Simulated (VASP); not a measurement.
# FeSi: relaxation of cell and atoms with LDA

Crystal: FeSi.

```
Fe Si
1.0
     4.55070    0.00000    0.00000
     0.00000    4.55070    0.00000
     0.00000    0.00000    4.55070
Fe Si
4 4
Direct
  0.13652 0.13652 0.13652
  0.36348 0.86348 0.63652
  0.63652 0.36348 0.86348
  0.86348 0.63652 0.36348
  0.84240 0.84240 0.84240
  0.65760 0.15760 0.34240
  0.34240 0.65760 0.15760
  0.15760 0.34240 0.65760
```

```json
{"Program": "VASP 6.6.1", "Task": "relaxation of cell and atoms", "Functional": "LDA", "Potentials or basis": "VASP PAW LDA potentials, release 64 (Fe, Si)", "Cutoff": "600 eV", "k mesh": "8 × 8 × 8", "Occupations": "gaussian, width 0.01 eV", "Spin": "no spin polarisation", "Dipole correction": "no", "Further INCAR settings": "ALGO = Normal; EDIFF = 1e-06; IBRION = 2; EDIFFG = -0.003; NSW = 80; ISIF = 3"}
```

| Quantity | Value |
| --- | --- |
| Relaxed volume | 10.45 Å³/atom |
| Relaxed cell | a = 4.373 Å, b = 4.373 Å, c = 4.373 Å, α = 90.00°, β = 90.00°, γ = 90.00° |
| Space group after relaxing (to 0.1 Å) | P2_13 (No. 198) |
| Energy gained by relaxing | 113.0 meV/atom |
| Ionic steps | 20 |
| Pressure after relaxing | 0.0 GPa |
| Band gap on the k mesh | 0.13 eV (least direct gap 0.15 eV) |

The path:
```csv
step,energy change (eV),largest force (eV/Å),pressure (GPa),volume (Å³)
1,0.0000,0.3611,-24.25,94.24
2,0.9575,1.2371,57.01,71.96
3,-0.8973,0.1409,-1.15,84.10
4,-0.8986,0.1593,-0.29,83.81
5,-0.8986,0.1725,0.31,83.61
6,-0.9031,0.0649,0.48,83.55
7,-0.9034,0.0326,0.41,83.53
8,-0.9033,0.0039,-0.67,83.83
9,-0.9036,0.0187,-0.12,83.67
10,-0.9037,0.0075,-0.03,83.64
11,-0.9037,0.0037,-0.02,83.62
12,-0.9037,0.0040,0.08,83.62
13,-0.9037,0.0039,-0.07,83.62
14,-0.9037,0.0039,0.13,83.57
15,-0.9037,0.0034,0.02,83.61
16,-0.9037,0.0036,-0.04,83.61
17,-0.9037,0.0028,0.07,83.61
18,-0.9037,0.0035,-0.01,83.61
19,-0.9037,0.0033,0.03,83.61
20,-0.9037,0.0009,0.00,83.63
```

Final structure:
```yaml
crystal:
  lattice:
    - [4.37306, 0.00000, 0.00000]
    - [0.00000, 4.37306, 0.00000]
    - [0.00000, 0.00000, 4.37306]
  atoms:
    - { symbol: Fe, position: [0.13718, 0.13718, 0.13718] }
    - { symbol: Fe, position: [0.36282, 0.86282, 0.63718] }
    - { symbol: Fe, position: [0.63718, 0.36282, 0.86282] }
    - { symbol: Fe, position: [0.86282, 0.63718, 0.36282] }
    - { symbol: Si, position: [0.84087, 0.84087, 0.84087] }
    - { symbol: Si, position: [0.65913, 0.15913, 0.34087] }
    - { symbol: Si, position: [0.34087, 0.65913, 0.15913] }
    - { symbol: Si, position: [0.15913, 0.34087, 0.65913] }
```

Levels at points of the mesh, in eV from the valence-band top:
```csv
k point,band 21,band 22,band 23,band 24,band 25,band 26,band 27,band 28
"(0.00, 0.00, 0.00)",-0.29,-0.29,-0.05,-0.05,0.69,0.69,0.69,3.29
"(0.50, 0.00, 0.00)",-0.41,-0.41,-0.02,-0.02,0.18,0.18,1.82,1.82
"(0.50, 0.50, 0.00)",-1.09,-1.09,-0.38,-0.38,0.66,0.66,1.38,1.38
"(0.50, 0.50, 0.50)",-0.71,-0.71,-0.71,-0.71,0.48,0.48,0.48,0.48
```

Run time: 31 min on 1 thread of Oxide Virtual Turin-like Processor (shared host), peak memory 0.23 GiB.

A k mesh can miss the band edges. Spin polarisation is off, so any magnetic state and its effect on volume and gap are missing.
